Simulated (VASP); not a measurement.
Input of a VASP 6.6.1 run:

INCAR

```
  PREC = Accurate
  ENCUT = 520
  EDIFF = 1E-6
  ISMEAR = -1
  SIGMA = 0.1
  LREAL = False
  LASPH = True
  NELM = 60
  ALGO = Normal
  ISIF = 2
  LWAVE = False
  LCHARG = False
  NBANDS = 38
```

File KPOINTS:

```
Automatic mesh
0
Gamma
  10 10 3
```

POSCAR

```
Rh
1.0
    2.6461084728      0.0000000000      0.0000000000
   -1.3230542364      2.2916018572      0.0000000000
    0.0000000000      0.0000000000      8.6489213561
Rh
4
Direct
    0.0000000000      0.0000000000      0.0000000000
    0.3333333333      0.6666666667      0.2500000000
    0.0000000000      0.0000000000      0.5000000000
    0.6666666667      0.3333333333      0.7500000000
```

Potentials or basis: VASP PAW LDA potentials, release 64 (Rh_pv).

Command:

```sh
$ cat potpaw_LDA.64/Rh_pv/POTCAR > POTCAR
$ mpirun -np 1 vasp_std > vasp.out
```

**Question.** Predict the band gap on the k mesh.

**Answer.** Zero (band 30 reaches 13.55 eV, above the bottom of band 31 at 11.53 eV).

**Question.** Predict the pressure.

**Answer.** 4.5 GPa.

Stress tensor (GPa, compression positive):
```
4.34 0.00 0.00
0.00 4.34 0.00
0.00 0.00 4.75
```
